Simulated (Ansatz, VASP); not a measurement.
One calculation of GdN, two programs

File INCAR:

```
PREC = Accurate ; ENCUT = 520
EDIFF = 1E-7 ; ISMEAR = 0
SIGMA = 0.05 ; LREAL = F
LASPH = T ; NELM = 150
ALGO = Normal ; ISIF = 2
LWAVE = F ; LCHARG = F
ISPIN = 2 ; MAGMOM = 7.62 -0.16
LORBIT = 11 ; LMAXMIX = 6
LDAU = T ; LDAUTYPE = 2
LDAUL = 3 -1 ; LDAUU = 6 0
LDAUJ = 0 0 ; LDAUPRINT = 1
GGA = PS ; NBANDS = 22
```

Contents of KPOINTS:

```
Automatic mesh
0
Gamma
  8 8 8
```

The input POSCAR:

```
GdN
1.0
    0.0000000000      2.4710786123      2.4710786123
    2.4710786123      0.0000000000      2.4710786123
    2.4710786123      2.4710786123      0.0000000000
Gd N
1 1
Direct
    0.5000000000      0.5000000000      0.5000000000
    0.0000000000      0.0000000000      0.0000000000
```

Input for Ansatz:

```yaml
crystal:
  lattice:
    - [0.0, 2.4710786123, 2.4710786123]
    - [2.4710786123, 0.0, 2.4710786123]
    - [2.4710786123, 2.4710786123, 0.0]
  atoms:
    - { symbol: Gd, position: [0.5, 0.5, 0.5], spin: 7.63 }
    - { symbol: "N", position: [0.0, 0.0, 0.0] }
basis:
  ecutwfc: 420
  ecutrho_ratio: 4
kpoints:
  mp_grid: { grid: [8, 8, 8] }
hamiltonian:
  xc: pbesol
  hubbard:
    sites:
      - { species: Gd, l: f, u_eff: 6.0, starting_ns: start.occupation_matrices }
    ns_hold: { iters: 6 }
scf:
  occupations: { method: gaussian, width: 0.05 }
  lower_state_search: "off"
output:
  forces: true
  stress: true
  eigenvalues: true
  populations: true
  hubbard: { sites: [{ species: Gd, l: f }] }
magnetization:
  spin_polarized: true
```

Alike in both runs: task single point; functional PBEsol; k mesh 8 × 8 × 8; occupations gaussian, width 0.05 eV; collinear spin; Hubbard terms Gd f U = 6.0 eV.

|  | VASP | Ansatz |
| --- | --- | --- |
| version | VASP 6.6.1 | Ansatz 0.2.0 |
| potentials or method | VASP PAW PBE potentials, release 64 (Gd, N), cutoff 520 eV | scalar-relativistic, plane waves, PAW |
| valence electrons in the cell | 23 | 23 |

VASP gave:

```
gap on the k mesh at the Fermi level (eV)                     : none
pressure (GPa)                                                : 0.6
net moment per atom (μB)                                      : 3.50
size of the moment on the site where the two differ most (μB) : 6.88
```

Question: Which values does Ansatz return?

Answer: gap on the k mesh at the Fermi level (eV): none; pressure (GPa): 0.1; net moment per atom (μB): 3.50; size of the moment on the site where the two differ most (μB): 6.92.

VASP's potentials were made for PBE, not for PBEsol. Site moments also hang on the region over which each program counts them. The programs project onto different local orbitals, so the same U acts differently, and such runs can settle in different states. A gap of «none» marks a metal or a gap that the smearing closes. Ansatz's warnings: filled band counts differ across k points.

Spin-orbit coupling is off throughout.
